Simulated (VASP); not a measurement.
TiB2: single point with PBE

Crystal: TiB2.

```
Ti B
1.0
    -1.69688    2.11665    2.35108
     1.69688   -2.11665    2.35108
     1.69688    2.11665   -2.35108
Ti B
1 2
Direct
  0.00000 0.00000 0.00000
  0.32989 0.82989 0.50000
  0.67011 0.17011 0.50000
```

| Quantity | Value |
| --- | --- |
| Program | VASP 6.6.1 |
| Task | single point |
| Functional | PBE |
| Potentials or basis | VASP PAW PBE potentials, release 64 (Ti_sv, B) |
| Cutoff | 520 eV |
| k mesh | 18 × 18 × 18 |
| Occupations | gaussian, width 0.1 eV |
| Spin | no spin polarisation |
| Dipole correction | no |
| Further INCAR settings | ALGO = Normal; EDIFF = 1e-06; NBANDS = 16 |

* Pressure: 0.1 GPa
* Largest force: 0.022 eV/Å
* Band gap on the k mesh: zero (bands 9 and 10 overlap by 1.82 eV)

Forces on the atoms (eV/Å):
```
Ti   0.000  0.000  0.000
B    0.000  0.000 -0.022
B    0.000  0.000  0.022
```

Stress tensor (GPa, compression positive):
```
-0.01  0.00  0.00
 0.00  0.03  0.00
 0.00  0.00  0.14
```

Levels at points of the mesh, in eV from the Fermi level:
```
           k point  band 6  band 7  band 8  band 9  band 10  band 11  band 12  band 13
(0.00, 0.00, 0.00)   -3.47   -2.61   -1.19    0.63     1.14     1.28     2.14     2.22
(0.50, 0.00, 0.00)   -6.69   -2.19   -1.99   -0.08     0.41     2.02     2.18     4.33
(0.00, 0.50, 0.00)   -5.23   -2.50   -1.86   -0.37     0.24     0.74     1.79     2.49
(0.50, 0.50, 0.00)   -5.30   -4.40   -1.81   -1.66     0.62     1.62     2.18     2.85
(0.50, 0.50, 0.50)   -4.63   -3.42   -3.15   -0.77     0.92     1.45     1.79     2.15
```

It took 3 min on 1 thread of Intel(R) Xeon(R) 6975P-C (Granite Rapids) (shared host), peak memory 0.54 GiB.
